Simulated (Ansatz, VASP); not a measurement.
## CsBr in VASP and in Ansatz

```xyz
2
Lattice="4.2641 0.0000 0.0000 0.0000 4.2641 0.0000 0.0000 0.0000 4.2641" Properties=species:S:1:pos:R:3 pbc="T T T"
Cs    0.0000    0.0000    0.0000
Br    2.1321    2.1321    2.1321
```

Alike in both runs: functional r2SCAN; k mesh 8 × 8 × 8; occupations fermi-dirac, width 0.02 eV; no spin polarisation.

Ansatz relaxed the structure, and its values are those at the end. VASP's run is a single point on that final structure, the one shown.

```csv
,VASP,Ansatz
version,VASP 6.6.1,Ansatz 0.2.0
potentials or method,"VASP PAW PBE potentials, release 64 (Cs_sv, Br), cutoff 550 eV",PAW plane waves
valence electrons in the cell,16,16
```

Ansatz gave:

- gap on the k mesh at the Fermi level (eV): 5.37
- pressure (GPa): 0.7

**Question.** Estimate VASP's values.

**Answer.** gap on the k mesh at the Fermi level (eV): 5.35; pressure (GPa): 0.8.

VASP's potentials were made for PBE, not for r2SCAN. With one functional, cell and mesh, what is left measures potentials, basis and numerics. Ansatz's warnings: stress scf threshold loose.

Neither program's run includes spin-orbit coupling.
